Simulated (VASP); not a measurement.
# Ni3Pt (Pm-3m) in VASP: notebook

Ni3Pt is run at these levels: LDA; tasks: single point.

Everything below comes from runs of VASP 6.6.1. Logs are shortened: lines on timing, memory, paths and dates and some standing lists are left out, and cuts for length are marked.

## (1) The cell of the first run

The structure is cubic, space group Pm-3m (No. 221). Conventional cell: a = 3.625 Å, b = 3.625 Å, c = 3.625 Å, α = 90.00°, β = 90.00°, γ = 90.00°. Within 3.4 Å of Ni (site symmetry 4/mmm) lie 8 Ni at 2.56 Å and 4 Pt at 2.56 Å. Within 3.4 Å of Pt (site symmetry m-3m) lie 12 Ni at 2.56 Å.

## (2) Single point, LDA, collinear spin, ferromagnetic start

File INCAR:

```
PREC     = Accurate       # precision mode
ENCUT    = 520            # plane-wave cutoff, eV
EDIFF    = 1E-7           # SCF threshold, eV
ISMEAR   = -1             # smearing method
SIGMA    = 0.05           # smearing width, eV
LREAL    = F              # projectors in reciprocal space
LASPH    = T              # aspherical terms in the spheres
NELM     = 150            # most SCF steps
ALGO     = Normal         # electronic algorithm
ISIF     = 2              # what is computed and relaxed
LWAVE    = F              # write WAVECAR
LCHARG   = F              # write CHGCAR
ISPIN    = 2              # spin polarisation
MAGMOM   = 1.5 1.5 1.5 0.6 # initial moments
LORBIT   = 11             # projections on sites
LMAXMIX  = 4              # l up to which the mixer works
NBANDS   = 32             # bands
```

File KPOINTS:

```
Automatic mesh
0
Gamma
  9 9 9
```

File POSCAR:

```
Ni3Pt
1.0
    3.6245667900      0.0000000000      0.0000000000
    0.0000000000      3.6245667900      0.0000000000
    0.0000000000      0.0000000000      3.6245667900
Ni Pt
3 1
Direct
    0.5000000000      0.0000000000      0.5000000000
    0.0000000000      0.5000000000      0.5000000000
    0.5000000000      0.5000000000      0.0000000000
    0.0000000000      0.0000000000      0.0000000000
```

Potentials or basis: VASP PAW LDA potentials, release 64 (Ni, Pt).

Command:

```sh
$ cat potpaw_LDA.64/Ni/POTCAR potpaw_LDA.64/Pt/POTCAR > POTCAR
$ mpirun -np 1 vasp_std > vasp.out
```

OUTCAR:

```text
PREC = Accurate
   ENCUT = 520
   EDIFF = 1E-7
   ISMEAR = -1
   LREAL = F
   LASPH = T
   NELM = 150
   ISIF = 2
   ISPIN = 2
   LORBIT = 11

 ion  position               nearest neighbor table
   1  0.500  0.000  0.500-   2 2.56   3 2.56   4 2.56   3 2.56   4 2.56   2 2.56   3 2.56   3 2.56
                             2 2.56   4 2.56   4 2.56   2 2.56
   2  0.000  0.500  0.500-   1 2.56   3 2.56   4 2.56   3 2.56   4 2.56   1 2.56   4 2.56   4 2.56
                             1 2.56   3 2.56   3 2.56   1 2.56
   3  0.500  0.500  0.000-   1 2.56   2 2.56   4 2.56   1 2.56   2 2.56   1 2.56   4 2.56   1 2.56
                             2 2.56   4 2.56   2 2.56   4 2.56
   4  0.000  0.000  0.000-   1 2.56   2 2.56   3 2.56   1 2.56   2 2.56   2 2.56   3 2.56   2 2.56
                             1 2.56   3 2.56   1 2.56   3 2.56

  LATTYP: Found a simple cubic cell.
 ALAT       =     3.6245667900

  Lattice vectors:

 A1 = (   3.6245667900,   0.0000000000,   0.0000000000)
 A2 = (   0.0000000000,   3.6245667900,   0.0000000000)
 A3 = (   0.0000000000,   0.0000000000,   3.6245667900)

Analysis of symmetry for initial positions (statically):
=====================================================================
 Subroutine PRICEL returns:
 Original cell was already a primitive cell.

 Routine SETGRP: Setting up the symmetry group for a
 simple cubic supercell.

 Subroutine GETGRP returns: Found 48 space group operations
 (whereof 48 operations were pure point group operations)
 out of a pool of 48 trial point group operations.

The static configuration has the point symmetry O_h .

Analysis of symmetry for dynamics (positions and initial velocities):
=====================================================================
 Subroutine PRICEL returns:
 Original cell was already a primitive cell.

 Routine SETGRP: Setting up the symmetry group for a
 simple cubic supercell.

 Subroutine GETGRP returns: Found 48 space group operations
 (whereof 48 operations were pure point group operations)
 out of a pool of 48 trial point group operations.

The dynamic configuration has the point symmetry O_h .

Analysis of structural, dynamic, and magnetic symmetry:
=====================================================================
 Subroutine PRICEL returns:
 Original cell was already a primitive cell.

 Routine SETGRP: Setting up the symmetry group for a
 simple cubic supercell.

 Subroutine GETGRP returns: Found 48 space group operations
 (whereof 48 operations were pure point group operations)
 out of a pool of 48 trial point group operations.

The overall configuration has the point symmetry O_h .

 Subroutine INISYM returns: Found 48 space group operations
 (whereof 48 operations are pure point group operations),
 and found     1 'primitive' translations

----------------------------------------------------------------------------------------

                                     Primitive cell

  volume of cell :      47.6177

  direct lattice vectors                    reciprocal lattice vectors
     3.624566790  0.000000000  0.000000000     0.275895040  0.000000000  0.000000000
     0.000000000  3.624566790  0.000000000     0.000000000  0.275895040  0.000000000
     0.000000000  0.000000000  3.624566790     0.000000000  0.000000000  0.275895040

  length of vectors
     3.624566790  3.624566790  3.624566790     0.275895040  0.275895040  0.275895040

  position of ions in fractional coordinates (direct lattice)
     0.500000000  0.000000000  0.500000000
     0.000000000  0.500000000  0.500000000
     0.500000000  0.500000000  0.000000000
     0.000000000  0.000000000  0.000000000

  ion indices of the primitive-cell ions
   primitive index   ion index
                 1           1
                 2           2
                 3           3
                 4           4

----------------------------------------------------------------------------------------

 KPOINTS: Automatic mesh

Automatic generation of k-mesh.
 Grid dimensions read from file:
 generate k-points for:    9    9    9

 Generating k-lattice:

  Cartesian coordinates                     Fractional coordinates (reciprocal lattice)
     0.030655004  0.000000000  0.000000000     0.111111111  0.000000000  0.000000000
     0.000000000  0.030655004  0.000000000     0.000000000  0.111111111  0.000000000
     0.000000000  0.000000000  0.030655004     0.000000000  0.000000000  0.111111111

  Length of vectors
     0.030655004  0.030655004  0.030655004

  Shift w.r.t. Gamma in fractional coordinates (k-lattice)
     0.000000000  0.000000000  0.000000000

 Subroutine IBZKPT returns following result:
 ===========================================

 Found     35 irreducible k-points:

 Following reciprocal coordinates:
            Coordinates               Weight
  0.000000  0.000000  0.000000      1.000000
  0.111111  0.000000  0.000000      6.000000
  0.222222  0.000000  0.000000      6.000000
  0.333333  0.000000  0.000000      6.000000
  0.444444  0.000000  0.000000      6.000000
  0.111111  0.111111  0.000000     12.000000
[... 16 lines left out ...]
  0.333333  0.333333  0.111111     24.000000
  0.444444  0.333333  0.111111     48.000000
 [... further k-points ...]
   k-points           NKPTS =     35   k-points in BZ     NKDIM =     35   number of bands    NBANDS=     32
   number of dos      NEDOS =    301   number of ions     NIONS =      4
   total plane-waves  NPLWV =  21952
   dimension x,y,z NGX =    28 NGY =   28 NGZ =   28
   dimension x,y,z NGXF=    56 NGYF=   56 NGZF=   56
   ions per type =               3   1
   NGX,Y,Z   is equivalent  to a cutoff of  12.84, 12.84, 12.84 a.u.
   NGXF,Y,Z  is equivalent  to a cutoff of  25.69, 25.69, 25.69 a.u.
 SYSTEM =  unknown system
   PREC   = accura    normal or accurate (medium, high low for compatibility)
   ISTART =      0    job   : 0-new  1-cont  2-samecut
   ICHARG =      2    charge: 1-file 2-atom 10-const
   ISPIN  =      2    spin polarized calculation?
   LNONCOLLINEAR =      F non collinear calculations
   LSORBIT =      F    spin-orbit coupling
   LASPH  =      T    aspherical Exc in radial PAW
   ENCUT  =  520.0 eV  38.22 Ry    6.18 a.u.   6.74  6.74  6.74*2*pi/ulx,y,z
   NELM   =    150;   NELMIN=  2; NELMDL= -5     # of ELM steps
   EDIFF  = 0.1E-06   stopping-criterion for ELM
   LREAL  =      F    real-space projection
   EDIFFG = 0.1E-05   stopping-criterion for IOM
   NSW    =      0    number of steps for IOM
   IBRION =     -1    ionic relax: 0-MD 1-quasi-New 2-CG
   NFREE  =      0    steps in history (QN), initial steepest desc. (CG)
   ISIF   =      2    stress and relaxation
   ISYM   =      2    0-nonsym 1-usesym 2-fastsym
   POTIM  = 0.5000    time-step for ionic-motion
   TEBEG  =    0.0;   TEEND  =   0.0 temperature during run
   PSTRESS=    0.0 pullay stress
   NELECT =      40.0000    total number of electrons
   NUPDOWN=      -1.0000    fix difference up-down
   EMIN   =  10.00;   EMAX   =-10.00  energy-range for DOS
   EFERMI =   0.00;   METHOD = LEGACY
   ISMEAR =    -1;   SIGMA  =   0.05  broadening in eV -4-tet -1-fermi 0-gaus
   EFERMI_NEDOS =   21; number of points for ismear=-14 and -15
   IALGO  =     38    algorithm
   IMIX   =      4    mixing-type and parameters
     AMIX     =   0.40;   BMIX     =  1.00
     AMIX_MAG =   1.60;   BMIX_MAG =  1.00
  volume/ion in A,a.u.               =      11.90        80.34
  Fermi-wavevector in a.u.,A,eV,Ry     =   1.544681  2.919023 32.464024  2.386038
  Thomas-Fermi vector in A             =   2.650167
   LORBIT       =     11    0 simple, 1 ext, 2 COOP (PROOUT), +10 PAW based schemes
   GGA     = CA    functional components
   LHFCALC =     F    Hartree Fock is set to
   AEXX    =    0.0000 exact exchange contribution
   IVDW    =     0    specifies the selected vdW correction
   LEPSILON=     F    determine dielectric tensor
   LRPA    =     F    only Hartree local field effects (RPA)
 spin polarized calculation
  energy-cutoff  :      520.00
  volume of cell :       47.62
 maximum number of plane-waves:      1309
 NGX is ok and might be reduce to    28
   NGX = 13   NGY = 13   NGZ = 13

 number of electron      40.0000059 magnetization       2.1723001

 Free energy of the ion-electron system (eV)
  ---------------------------------------------------
  ext. energy  EPLUGINS =         0.00000000
  ---------------------------------------------------
  free energy    TOTEN  =       -27.41823927 eV

  energy without entropy =      -27.36040643  energy(sigma->0) =      -27.38932285

 E-fermi :   9.7274     XC(G=0): -13.6396

 val. band max:        9.7267905300   @ k =   0.3333   0.3333   0.1111
 cond. band min:       9.7295879327   @ k =   0.2222   0.1111   0.0000
 fundamental gap:      0.0027974027
 Fermi energy:         9.7273701750

 spin component 1

 k-point     1 :       0.0000    0.0000    0.0000
  band No.  band energies     occupation
      1       0.2857      1.00000
      2       3.7571      1.00000
      3       3.7571      1.00000
      4       4.7021      1.00000
      5       4.7021      1.00000
      6       4.7021      1.00000
[... 829 lines left out ...]
     31      25.4662      0.00000
     32      26.3146      0.00000

 [... further k-points ...]

 spin component 2

 k-point     1 :       0.0000    0.0000    0.0000
  band No.  band energies     occupation
      1       0.3402      1.00000
      2       3.9552      1.00000
      3       3.9552      1.00000
      4       5.0315      1.00000
      5       5.0315      1.00000
      6       5.0315      1.00000
[... 829 lines left out ...]
     31      25.6019      0.00000
     32      26.4473      0.00000

 [... further k-points ...]

------------------------ aborting loop because EDIFF is reached ----------------------------------------

  FORCE on cell =-STRESS in cart. coord.  units (eV):
  Direction    XX          YY          ZZ          XY          YZ          ZX
  --------------------------------------------------------------------------------------
  -------------------------------------------------------------------------------------
  Total       -3.4173888     -3.4173888     -3.4173888     -0.0000000     -0.0000000     -0.0000000
  in kB     -114.9837998   -114.9837998   -114.9837998     -0.0000000     -0.0000000     -0.0000000
  external PRESSURE =    -114.9837998 kB  Pullay stress =       0.0000000 kB

 VOLUME and BASIS-vectors are now :
 -----------------------------------------------------------------------------
  energy-cutoff  :      520.00
  volume of cell :       47.62
      direct lattice vectors                 reciprocal lattice vectors
     3.624566790  0.000000000  0.000000000     0.275895040  0.000000000  0.000000000
     0.000000000  3.624566790  0.000000000     0.000000000  0.275895040  0.000000000
     0.000000000  0.000000000  3.624566790     0.000000000  0.000000000  0.275895040

 POSITION                                       TOTAL-FORCE (eV/Angst)
 -----------------------------------------------------------------------------------
      1.81228      0.00000      1.81228         0.000000      0.000000      0.000000
      0.00000      1.81228      1.81228         0.000000      0.000000      0.000000
      1.81228      1.81228      0.00000         0.000000      0.000000      0.000000
      0.00000      0.00000      0.00000         0.000000      0.000000      0.000000
 -----------------------------------------------------------------------------------
    total drift:                                0.000000      0.000000      0.000000

  FREE ENERGIE OF THE ION-ELECTRON SYSTEM (eV)
  ---------------------------------------------------
  free  energy   TOTEN  =       -27.4182392681 eV

  energy  without entropy=      -27.3604064257  energy(sigma->0) =      -27.38932285

 total charge

# of ion       s       p       d       tot
------------------------------------------
    1        0.472   0.490   8.334   9.296
    2        0.472   0.490   8.334   9.296
    3        0.472   0.490   8.334   9.296
    4        0.745   0.664   8.061   9.470
--------------------------------------------------
tot          2.162   2.133  33.064  37.359

 magnetization (x)

# of ion       s       p       d       tot
------------------------------------------
    1       -0.002  -0.011   0.638   0.625
    2       -0.002  -0.011   0.638   0.625
    3       -0.002  -0.011   0.638   0.625
    4       -0.004  -0.020   0.329   0.304
--------------------------------------------------
tot         -0.012  -0.052   2.244   2.180
```

It took 86 s on 1 thread of Intel Xeon Platinum 8488C (Sapphire Rapids), shared host; peak memory 0.2 GiB.

What came out:

| Quantity | Value |
| --- | --- |
| Free energy | -27.4182 eV |
| Pressure | -11.5 GPa |
| Net moment | 2.17 μB per cell |
| Site moments | Ni +0.62; Pt +0.30 μB |
| Valence electrons inside the program's atomic spheres | Ni 9.30; Pt 9.47 |

Levels at points of the mesh, in eV from the Fermi level:
Spin up:
| k point | band 17 | band 18 | band 19 | band 20 | band 21 | band 22 | band 23 | band 24 | band 25 | band 26 |
| --- | --- | --- | --- | --- | --- | --- | --- | --- | --- | --- |
| (0.00, 0.00, 0.00) | -0.21 | -0.21 | 0.17 | 0.17 | 0.17 | 2.24 | 2.24 | 2.24 | 8.33 | 10.36 |
Spin down:
```tsv
k point	band 15	band 16	band 17	band 18	band 19	band 20	band 21	band 22	band 23	band 24
(0.00, 0.00, 0.00)	0.20	0.20	0.29	0.29	0.72	0.72	0.72	2.30	2.30	2.30
```

Caveat: the cell stands under tension; spin-orbit coupling is left out, which moves the levels of the heavy elements.

## (3) Single point, LDA, collinear spin, ferromagnetic start

File INCAR:

```
SYSTEM = Ni3Pt
PREC = Accurate
ENCUT = 520
EDIFF = 1E-6
ISMEAR = -1
SIGMA = 0.05
LREAL = .FALSE.
LASPH = .TRUE.
NELM = 150
ALGO = Normal
ISIF = 2
LWAVE = .FALSE.
LCHARG = .FALSE.
ISPIN = 2
MAGMOM = 1.5 1.5 1.5 0.6
LORBIT = 11
LMAXMIX = 4
GGA = CA
NBANDS = 32
```

File KPOINTS:

```
Automatic mesh
0
G
  9 9 9
  0 0 0
```

POSCAR is that of step 2.

Potentials or basis: VASP PAW LDA potentials, release 64 (Ni, Pt).

Command:

```sh
$ cat potpaw_LDA.64/Ni/POTCAR potpaw_LDA.64/Pt/POTCAR > POTCAR
$ mpirun -np 1 vasp_std > vasp.out
```

Wall time 80 s (1 thread of Intel Xeon Platinum 8488C (Sapphire Rapids), shared host); peak memory 0.2 GiB.

The run converged. Its results:

```
Free energy                                           : -27.4182 eV
Pressure                                              : -11.4 GPa
Net moment                                            : 2.17 μB per cell
Site moments                                          : Ni +0.62; Pt +0.30 μB
Valence electrons inside the program's atomic spheres : Ni 9.30; Pt 9.47
```

Levels at points of the mesh, in eV from the Fermi level:
Spin up:
| k point | band 17 | band 18 | band 19 | band 20 | band 21 | band 22 | band 23 | band 24 | band 25 | band 26 |
| --- | --- | --- | --- | --- | --- | --- | --- | --- | --- | --- |
| (0.00, 0.00, 0.00) | -0.21 | -0.21 | 0.17 | 0.17 | 0.17 | 2.24 | 2.24 | 2.24 | 8.33 | 10.36 |
Spin down:
| k point | band 16 | band 17 | band 18 | band 19 | band 20 | band 21 | band 22 | band 23 |
| --- | --- | --- | --- | --- | --- | --- | --- | --- |
| (0.00, 0.00, 0.00) | 0.20 | 0.29 | 0.29 | 0.72 | 0.72 | 0.72 | 2.30 | 2.30 |

Caveat: the cell stands under tension; spin-orbit coupling is left out, which moves the levels of the heavy elements.
